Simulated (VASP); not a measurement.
Input of a VASP 6.6.1 run:

Contents of INCAR:

```
SYSTEM = MgS
PREC = Accurate
ENCUT = 600
EDIFF = 1E-6
ISMEAR = 0
SIGMA = 0.02
LREAL = .False.
LASPH = .True.
NELM = 120
ALGO = Normal
ISIF = 2
LWAVE = .False.
LCHARG = .True.
GGA = PS
LELF = .True.
LVHAR = .True.
NBANDS = 11
GGA_COMPAT = .False.
```

The input KPOINTS:

```
Automatic mesh
0
Gamma
  8 8 8
  0 0 0
```

POSCAR

```
MgS
1.0
    0.0000000000      2.8257871079      2.8257871079
    2.8257871079      0.0000000000      2.8257871079
    2.8257871079      2.8257871079      0.0000000000
Mg S
1 1
Direct
    0.0000000000      0.0000000000      0.0000000000
    0.2500000000      0.2500000000      0.2500000000
```

Potentials or basis: VASP PAW PBE potentials, release 64 (Mg, S).

The run is started by

```bash
$ cat potpaw_PBE.64/Mg/POTCAR potpaw_PBE.64/S/POTCAR > POTCAR
$ mpirun -np 1 vasp_std > vasp.out
```

**Question.** Estimate the pressure.

**Answer.** -0.1 GPa.

**Question.** Predict the band gap on the k mesh.

**Answer.** 3.32 eV.

Caveat: the PAW data sets were made with another functional, which shifts forces and pressure a little. A k mesh can miss the band edges.
